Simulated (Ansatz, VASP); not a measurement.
Two plane-wave programs on KI

```
CELL_PARAMETERS angstrom
0.00000 3.54457 3.54457
3.54457 0.00000 3.54457
3.54457 3.54457 0.00000
ATOMIC_POSITIONS crystal
K 0.00000 0.00000 0.00000
I 0.50000 0.50000 0.50000
```

Alike in both runs: task single point; functional LDA; k mesh 6 × 6 × 6; no spin polarisation.

|  | VASP | Ansatz |
| --- | --- | --- |
| version | VASP 6.6.1 | Ansatz 0.2.0 |
| potentials or method | VASP PAW LDA potentials, release 64 (K_sv, I) | plane waves, PAW |
| plane-wave cutoff (eV) | 520 | 420 |
| occupations | gaussian, width 0.01 eV | fixed |
| valence electrons in the cell | 16 | 26 |

```csv
,VASP,Ansatz,Ansatz less VASP
gap on the k mesh at the Fermi level (eV),3.59,3.58,-0.009
pressure (GPa),-1.4,-1.4,-0.01
```

LDA's correlation is that of Perdew and Zunger in VASP and of Perdew and Wang (1992) in Ansatz. VASP's potentials hold 16 valence electrons a cell and Ansatz's 26, so a difference there can come from the potentials and not from the codes.

Neither program's run includes spin-orbit coupling.
